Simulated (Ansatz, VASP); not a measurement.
AlN in VASP and in Ansatz

```
CELL_PARAMETERS angstrom
0.00000 2.10318 2.10318
2.10318 0.00000 2.10318
2.10318 2.10318 0.00000
ATOMIC_POSITIONS crystal
Al 0.50000 0.50000 0.50000
N 0.00000 0.00000 0.00000
```

Alike in both runs: task single point; functional PBEsol; k mesh 10 × 10 × 10; occupations gaussian, width 0.02 eV; no spin polarisation.

|  | VASP | Ansatz |
| --- | --- | --- |
| version | VASP 6.6.1 | Ansatz 0.2.0 |
| potentials or method | VASP PAW PBE potentials, release 64 (Al, N), cutoff 520 eV | scalar-relativistic, plane waves, PAW |
| valence electrons in the cell | 8 | 8 |

Ansatz gave:

```
gap on the k mesh at the Fermi level (eV) : 3.49
least direct gap on the mesh (eV)         : 4.05
pressure (GPa)                            : -24.3
```

**Question.** Estimate VASP's values.

**Answer.** gap on the k mesh at the Fermi level (eV): 3.48; least direct gap on the mesh (eV): 4.07; pressure (GPa): -24.4.

VASP's potentials were made for PBE, not for PBEsol.
